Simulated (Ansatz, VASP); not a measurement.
# Two plane-wave programs on SrCl2

Contents of POSCAR:

```
SrCl2
1.0
    0.0000000000      3.4977180853      3.4977180853
    3.4977180853      0.0000000000      3.4977180853
    3.4977180853      3.4977180853      0.0000000000
Sr Cl
1 2
Direct
    0.0000000000      0.0000000000      0.0000000000
    0.2500000000      0.2500000000      0.2500000000
    0.7500000000      0.7500000000      0.7500000000
```

The input INCAR.step1:

```
  PREC = Accurate
  ENCUT = 520
  EDIFF = 1E-5
  ISMEAR = 0
  SIGMA = 0.01
  LREAL = False
  LASPH = True
  NELM = 60
  ALGO = Normal
  ISIF = 2
  LWAVE = True
  LCHARG = False
  NBANDS = 19
  GGA = PE
```

The input INCAR.step2:

```
  PREC = Accurate
  ENCUT = 520
  EDIFF = 1E-6
  ISMEAR = 0
  SIGMA = 0.01
  LREAL = False
  LASPH = True
  NELM = 60
  ALGO = Normal
  ISIF = 2
  LWAVE = False
  LCHARG = False
  GGA = PE
  LHFCALC = True
  HFSCREEN = 0.2079
  PRECFOCK = Normal
  NBANDS = 19
  ISTART = 1
```

KPOINTS

```
Automatic mesh
0
Gamma
  4 4 4
```

Input for Ansatz:

```yaml
crystal:
  lattice:
    - [0.0, 3.4977180853, 3.4977180853]
    - [3.4977180853, 0.0, 3.4977180853]
    - [3.4977180853, 3.4977180853, 0.0]
  atoms:
    - { symbol: Sr, position: [0.0, 0.0, 0.0] }
    - { symbol: Cl, position: [0.25, 0.25, 0.25] }
    - { symbol: Cl, position: [0.75, 0.75, 0.75] }
kpoints:
  mp_grid: { grid: [4, 4, 4] }
  band_path:
    path:
      - [0.0, 0.0, 0.0]
      - [0.5, 0.0, 0.5]
      - [0.625, 0.25, 0.625]
      - [0.375, 0.375, 0.75]
      - [0.5, 0.5, 0.5]
      - [0.5, 0.25, 0.75]
      - [0.0, 0.5, 0.5]
    npoints: 1
hamiltonian:
  xc: hse06
scf:
  occupations: { method: fixed }
  n_extra_bands: 4
output:
  forces: true
  stress: true
  eigenvalues: true
```

Alike in both runs: task single point; functional HSE06; k mesh 4 × 4 × 4; no spin polarisation.

```csv
,VASP,Ansatz
version,VASP 6.6.1,Ansatz 0.2.0
potentials or method,"VASP PAW PBE potentials, release 64 (Sr_sv, Cl)","plane waves, PAW"
plane-wave cutoff (eV),520,420
occupations,"gaussian, width 0.01 eV",fixed
valence electrons in the cell,24,24
```

VASP gave:

* gap on the k mesh at the Fermi level (eV): 6.58
* pressure (GPa): 0.3

Problem. Estimate Ansatz's values.

Solution. gap on the k mesh at the Fermi level (eV): 6.59; pressure (GPa): 0.2.

Ansatz's warnings: stress exchange threshold loose, stress scf threshold loose.
